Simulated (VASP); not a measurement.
InGaPb3:

```
CELL_PARAMETERS angstrom
4.94904 0.00000 0.00000
0.00000 4.94904 0.00000
0.00000 0.00000 4.94904
ATOMIC_POSITIONS crystal
In 0.50000 0.50000 0.50000
Ga 0.00000 0.00000 0.00000
Pb 0.00000 0.50000 0.50000
Pb 0.50000 0.00000 0.50000
Pb 0.50000 0.50000 0.00000
```

The cell was generated, and may not be a known phase.

| Property | Result |
| --- | --- |
| Program | VASP 6.6.1 |
| Task | relaxation of cell and atoms |
| Functional | PBE |
| Potentials or basis | VASP PAW PBE potentials, release 64 (In_d, Ga_d, Pb_d) |
| Cutoff | 600 eV |
| k mesh | 4 × 4 × 4 |
| Occupations | gaussian, width 0.1 eV |
| Spin | no spin polarisation |

At the start: pressure 36.7 GPa; volume 24.24 Å³/atom.

Where does the relaxation end?

Over 5 steps the energy falls by 1106.0 meV/atom and the volume is 40.15 Å³/atom (+65.6 %); space group Pm-3m (No. 221, to 0.1 Å) before and after.

The path:
```
step  energy change (eV)  largest force (eV/Å)  pressure (GPa)  volume (Å³)
   1              0.0000                0.0000           36.68       121.22
   2             -5.0105                0.0000           -3.03       246.97
   3             -5.5083                0.0000            0.95       192.99
   4             -5.5280                0.0000           -0.25       202.89
   5             -5.5298                0.0000           -0.02       200.73
```

Final structure:
```yaml
crystal:
  lattice:
    - [5.85516, 0.00000, 0.00000]
    - [0.00000, 5.85516, 0.00000]
    - [0.00000, 0.00000, 5.85516]
  atoms:
    - { symbol: In, position: [0.50000, 0.50000, 0.50000] }
    - { symbol: Ga, position: [0.00000, 0.00000, 0.00000] }
    - { symbol: Pb, position: [0.00000, 0.50000, 0.50000] }
    - { symbol: Pb, position: [0.50000, 0.00000, 0.50000] }
    - { symbol: Pb, position: [0.50000, 0.50000, 0.00000] }
```

Caveat: the volume moved by over 15 % at a fixed basis, so the end points are rough; spin-orbit coupling is left out, which moves the levels of the heavy elements.
